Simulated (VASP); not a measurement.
Input of a VASP 6.6.1 run:

File POSCAR:

```
TaN
1.0
   -0.6950221102      1.9113108030      1.9113108030
    1.9113108030     -0.6950221102      1.9113108030
    1.9113108030      1.9113108030     -0.6950221102
Ta N
1 1
Direct
    0.5000000000      0.5000000000      0.5000000000
    0.0000000000      0.0000000000      0.0000000000
```

Contents of INCAR.step1:

```
SYSTEM = TaN
ALGO = Normal ; EDIFF = 1E-4
ENCUT = 520 ; GGA = PE
ISMEAR = 0 ; LASPH = .TRUE.
LCHARG = .FALSE. ; LREAL = .FALSE.
LWAVE = .TRUE. ; NBANDS = 15
NELM = 60 ; PREC = Accurate
SIGMA = 0.15
```

INCAR.step2

```
SYSTEM = TaN
ALGO = Normal ; EDIFF = 1E-7
ENCUT = 520 ; ISIF = 2
ISMEAR = 0 ; ISTART = 1
LASPH = .TRUE. ; LCHARG = .TRUE.
LELF = .TRUE. ; LMIXTAU = .TRUE.
LREAL = .FALSE. ; LVHAR = .TRUE.
LWAVE = .FALSE. ; METAGGA = R2SCAN
NBANDS = 15 ; NELM = 60
PREC = Accurate ; SIGMA = 0.15
```

Contents of KPOINTS:

```
k-points
0
G
  26 26 26
  0 0 0
```

Potentials or basis: VASP PAW PBE potentials, release 64 (Ta_pv, N).

The run is started by

```console
$ cat potpaw_PBE.64/Ta_pv/POTCAR potpaw_PBE.64/N/POTCAR > POTCAR
$ cp INCAR.step1 INCAR
$ mpirun -np 1 vasp_std > vasp.out
$ cp INCAR.step2 INCAR
$ mpirun -np 1 vasp_std > vasp.out
```

**Question.** What does it give for the pressure?

**Answer.** -4.6 GPa.

**Question.** What does it give for the band gap on the k mesh?

**Answer.** Zero (bands 8 and 9 overlap by 7.79 eV).

Stress tensor (GPa, compression positive):
```
-4.57  0.08  0.08
 0.08 -4.57  0.08
 0.08  0.08 -4.57
```

Caveat: the cell stands under tension; the PAW data sets were made with another functional, which shifts forces and pressure a little; spin-orbit coupling is left out, which moves the levels of the heavy elements.
